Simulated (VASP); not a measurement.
# Zn (Im-3m) in VASP: notebook, part 2 of 2

VASP 6.6.1. Earlier steps stand in the parts before.

## (3) Single point, r2SCAN

The input, POSCAR:

```
Zn
1.0
   -1.5690370000      1.5690370000      1.5690370000
    1.5690370000     -1.5690370000      1.5690370000
    1.5690370000      1.5690370000     -1.5690370000
Zn
1
Direct
    0.0000000000      0.0000000000      0.0000000000
```

The input, INCAR.step1:

```
SYSTEM = Zn
PREC     = Accurate       ! precision mode
ENCUT    = 520            ! plane-wave cutoff, eV
ISMEAR   = 0              ! smearing method
SIGMA    = 0.15           ! smearing width, eV
LREAL    = .FALSE.        ! projectors in reciprocal space
LASPH    = .TRUE.         ! aspherical terms in the spheres
NELM     = 80             ! most SCF steps
NBANDS   = 12             ! bands
GGA      = PE             ! functional
ALGO     = Normal         ! electronic algorithm
EDIFF    = 1E-4           ! SCF threshold, eV
LWAVE    = .TRUE.         ! write WAVECAR
LCHARG   = .FALSE.        ! write CHGCAR
```

The input, INCAR.step2:

```
SYSTEM = Zn
PREC     = Accurate       ! precision mode
ENCUT    = 520            ! plane-wave cutoff, eV
EDIFF    = 1E-6           ! SCF threshold, eV
ISMEAR   = 0              ! smearing method
SIGMA    = 0.15           ! smearing width, eV
LREAL    = .FALSE.        ! projectors in reciprocal space
LASPH    = .TRUE.         ! aspherical terms in the spheres
NELM     = 80             ! most SCF steps
ALGO     = Normal         ! electronic algorithm
ISIF     = 2              ! what is computed and relaxed
LWAVE    = .FALSE.        ! write WAVECAR
LCHARG   = .FALSE.        ! write CHGCAR
METAGGA  = R2SCAN         ! meta-GGA
LMIXTAU  = .TRUE.       
NBANDS   = 12             ! bands
ISTART   = 1
```

The input, KPOINTS:

```
regular mesh
0
G
  24 24 24
  0 0 0
```

Potentials or basis: VASP PAW PBE potentials, release 64 (Zn).

On the command line:

```sh
$ cat potpaw_PBE.64/Zn/POTCAR > POTCAR
$ cp INCAR.step1 INCAR
$ mpirun -np 1 vasp_std > vasp.out
$ cp INCAR.step2 INCAR
$ mpirun -np 1 vasp_std > vasp.out
```

OUTCAR:

```text
SYSTEM = Zn
   PREC = Accurate
   ENCUT = 520
   EDIFF = 1E-6
   ISMEAR = 0
   LREAL = .FALSE.
   LASPH = .TRUE.
   NELM = 80
   ISIF = 2
   METAGGA = R2SCAN
   ISTART = 1

 ion  position               nearest neighbor table
   1  0.000  0.000  0.000-

  LATTYP: Found a body centered cubic cell.
 ALAT       =     3.1380740000

  Lattice vectors:

 A1 = (  -1.5690370000,   1.5690370000,   1.5690370000)
 A2 = (   1.5690370000,  -1.5690370000,   1.5690370000)
 A3 = (   1.5690370000,   1.5690370000,  -1.5690370000)

Analysis of symmetry for initial positions (statically):
=====================================================================
 Subroutine PRICEL returns:
 Original cell was already a primitive cell.

 Routine SETGRP: Setting up the symmetry group for a
 body centered cubic supercell.

 Subroutine GETGRP returns: Found 48 space group operations
 (whereof 48 operations were pure point group operations)
 out of a pool of 48 trial point group operations.

The static configuration has the point symmetry O_h .

Analysis of symmetry for dynamics (positions and initial velocities):
=====================================================================
 Subroutine PRICEL returns:
 Original cell was already a primitive cell.

 Routine SETGRP: Setting up the symmetry group for a
 body centered cubic supercell.

 Subroutine GETGRP returns: Found 48 space group operations
 (whereof 48 operations were pure point group operations)
 out of a pool of 48 trial point group operations.

The dynamic configuration has the point symmetry O_h .

 Subroutine INISYM returns: Found 48 space group operations
 (whereof 48 operations are pure point group operations),
 and found     1 'primitive' translations

----------------------------------------------------------------------------------------

                                     Primitive cell

  volume of cell :      15.4511

  direct lattice vectors                    reciprocal lattice vectors
    -1.569037000  1.569037000  1.569037000     0.000000000  0.318666800  0.318666800
     1.569037000 -1.569037000  1.569037000     0.318666800  0.000000000  0.318666800
     1.569037000  1.569037000 -1.569037000     0.318666800  0.318666800  0.000000000

  length of vectors
     2.717651803  2.717651803  2.717651803     0.450662911  0.450662911  0.450662911

  position of ions in fractional coordinates (direct lattice)
     0.000000000  0.000000000  0.000000000

  ion indices of the primitive-cell ions
   primitive index   ion index
                 1           1

----------------------------------------------------------------------------------------

 KPOINTS: regular mesh

Automatic generation of k-mesh.
 Grid dimensions read from file:
 generate k-points for:   24   24   24

 Generating k-lattice:

  Cartesian coordinates                     Fractional coordinates (reciprocal lattice)
     0.000000000  0.013277783  0.013277783     0.041666667  0.000000000  0.000000000
     0.013277783  0.000000000  0.013277783     0.000000000  0.041666667  0.000000000
     0.013277783  0.013277783  0.000000000     0.000000000  0.000000000  0.041666667

  Length of vectors
     0.018777621  0.018777621  0.018777621

  Shift w.r.t. Gamma in fractional coordinates (k-lattice)
     0.000000000  0.000000000  0.000000000

 Subroutine IBZKPT returns following result:
 ===========================================

 Found    413 irreducible k-points:

 Following reciprocal coordinates:
            Coordinates               Weight
  0.000000  0.000000  0.000000      1.000000
  0.041667  0.000000  0.000000     12.000000
  0.083333  0.000000  0.000000     12.000000
  0.125000  0.000000  0.000000     12.000000
  0.166667  0.000000  0.000000     12.000000
  0.208333  0.000000  0.000000     12.000000
[... 16 lines left out ...]
  0.416667  0.041667  0.000000     48.000000
  0.458333  0.041667  0.000000     48.000000
 [... further k-points ...]
   k-points           NKPTS =    413   k-points in BZ     NKDIM =    413   number of bands    NBANDS=     12
   number of dos      NEDOS =    301   number of ions     NIONS =      1
   total plane-waves  NPLWV =   8000
   dimension x,y,z NGX =    20 NGY =   20 NGZ =   20
   dimension x,y,z NGXF=    40 NGYF=   40 NGZF=   40
   ions per type =               1
   NGX,Y,Z   is equivalent  to a cutoff of  12.23, 12.23, 12.23 a.u.
   NGXF,Y,Z  is equivalent  to a cutoff of  24.47, 24.47, 24.47 a.u.
 SYSTEM =  Zn
   PREC   = accura    normal or accurate (medium, high low for compatibility)
   ISTART =      1    job   : 0-new  1-cont  2-samecut
   ICHARG =      0    charge: 1-file 2-atom 10-const
   ISPIN  =      1    spin polarized calculation?
   LNONCOLLINEAR =      F non collinear calculations
   LSORBIT =      F    spin-orbit coupling
   LASPH  =      T    aspherical Exc in radial PAW
   ENCUT  =  520.0 eV  38.22 Ry    6.18 a.u.   5.05  5.05  5.05*2*pi/ulx,y,z
   NELM   =     80;   NELMIN=  2; NELMDL=  0     # of ELM steps
   EDIFF  = 0.1E-05   stopping-criterion for ELM
   LREAL  =      F    real-space projection
   EDIFFG = 0.1E-04   stopping-criterion for IOM
   NSW    =      0    number of steps for IOM
   IBRION =     -1    ionic relax: 0-MD 1-quasi-New 2-CG
   NFREE  =      0    steps in history (QN), initial steepest desc. (CG)
   ISIF   =      2    stress and relaxation
   ISYM   =      2    0-nonsym 1-usesym 2-fastsym
   POTIM  = 0.5000    time-step for ionic-motion
   TEBEG  =    0.0;   TEEND  =   0.0 temperature during run
   PSTRESS=    0.0 pullay stress
   NELECT =      12.0000    total number of electrons
   NUPDOWN=      -1.0000    fix difference up-down
   EMIN   =  10.00;   EMAX   =-10.00  energy-range for DOS
   EFERMI =   0.00;   METHOD = LEGACY
   ISMEAR =     0;   SIGMA  =   0.15  broadening in eV -4-tet -1-fermi 0-gaus
   EFERMI_NEDOS =   21; number of points for ismear=-14 and -15
   IALGO  =     38    algorithm
   IMIX   =      4    mixing-type and parameters
     AMIX     =   0.40;   BMIX     =  1.00
     AMIX_MAG =   1.60;   BMIX_MAG =  1.00
  volume/ion in A,a.u.               =      15.45       104.27
  Fermi-wavevector in a.u.,A,eV,Ry     =   1.504811  2.843681 30.809811  2.264457
  Thomas-Fermi vector in A             =   2.615742
   LORBIT       =      0    0 simple, 1 ext, 2 COOP (PROOUT), +10 PAW based schemes
   METAGGA = R2SCAN    functional components
   LHFCALC =     F    Hartree Fock is set to
   AEXX    =    0.0000 exact exchange contribution
   IVDW    =     0    specifies the selected vdW correction
   LEPSILON=     F    determine dielectric tensor
   LRPA    =     F    only Hartree local field effects (RPA)
 non-spin polarized calculation
 Gauss-broadening in eV      SIGMA  =   0.15
  energy-cutoff  :      520.00
  volume of cell :       15.45
 maximum number of plane-waves:       430
   NGX = 11   NGY = 11   NGZ = 11

 number of electron      12.0000023 magnetization

 Free energy of the ion-electron system (eV)
  ---------------------------------------------------
  ext. energy  EPLUGINS =         0.00000000
  ---------------------------------------------------
  free energy    TOTEN  =        -8.78581814 eV

  energy without entropy =       -8.78211591  energy(sigma->0) =       -8.78396702

 E-fermi :   3.0134     XC(G=0): -12.5873

 val. band max:        3.0086221556   @ k =  -0.4583   0.4583   0.0833
 cond. band min:       3.0284685678   @ k =  -0.4167   0.4167   0.3750
 fundamental gap:      0.0198464122
 Fermi energy:         3.0134274094

 k-point     1 :       0.0000    0.0000    0.0000
  band No.  band energies     occupation
      1      -7.8635      2.00000
      2      -5.1166      2.00000
      3      -5.1164      2.00000
      4      -5.1164      2.00000
      5      -4.6164      2.00000
      6      -4.6164      2.00000
      7      23.1011      0.00000
      8      23.1011      0.00000
      9      23.1013      0.00000
     10      24.6766      0.00000
     11      24.6767      0.00000
     12      24.6767      0.00000
[... 331 lines left out ...]
 k-point    24 :       0.4583    0.0417    0.0000
  band No.  band energies     occupation
      1      -5.7670      2.00000
      2      -5.4203      2.00000
      3      -4.6422      2.00000
      4      -4.5920      2.00000
      5      -4.2989      2.00000
      6      -0.0285      2.00000
      7       2.3020      2.00000
      8      14.5056      0.00000
      9      15.9074      0.00000
     10      19.3336      0.00000
     11      20.9199      0.00000
     12      31.1116      0.00000

 [... further k-points ...]

------------------------ aborting loop because EDIFF is reached ----------------------------------------

  FORCE on cell =-STRESS in cart. coord.  units (eV):
  Direction    XX          YY          ZZ          XY          YZ          ZX
  --------------------------------------------------------------------------------------
  -------------------------------------------------------------------------------------
  Total       -0.4318413     -0.4318413     -0.4318413     -0.0000000      0.0000000      0.0000000
  in kB      -44.7790893    -44.7790893    -44.7790893     -0.0000000      0.0000000      0.0000000
  external PRESSURE =     -44.7790893 kB  Pullay stress =       0.0000000 kB

 VOLUME and BASIS-vectors are now :
 -----------------------------------------------------------------------------
  energy-cutoff  :      520.00
  volume of cell :       15.45
      direct lattice vectors                 reciprocal lattice vectors
    -1.569037000  1.569037000  1.569037000     0.000000000  0.318666800  0.318666800
     1.569037000 -1.569037000  1.569037000     0.318666800  0.000000000  0.318666800
     1.569037000  1.569037000 -1.569037000     0.318666800  0.318666800  0.000000000

 POSITION                                       TOTAL-FORCE (eV/Angst)
 -----------------------------------------------------------------------------------
      0.00000      0.00000      0.00000        -0.000000      0.000000     -0.000000
 -----------------------------------------------------------------------------------
    total drift:                                0.000000     -0.000000      0.000000

  FREE ENERGIE OF THE ION-ELECTRON SYSTEM (eV)
  ---------------------------------------------------
  free  energy   TOTEN  =        -8.7858181392 eV

  energy  without entropy=       -8.7821159101  energy(sigma->0) =       -8.78396702
```

Run time: 79 s. Hardware: 1 thread of Intel Xeon 6975P-C (Granite Rapids), shared host; peak memory 0.18 GiB.

Results:

- Free energy: -8.7858 eV
- Pressure: -4.5 GPa
- Band gap on the k mesh: zero (band 6 reaches 7.42 eV, above the bottom of band 7 at 2.03 eV)

Caveat: the PAW data sets were made with another functional, which shifts forces and pressure a little.
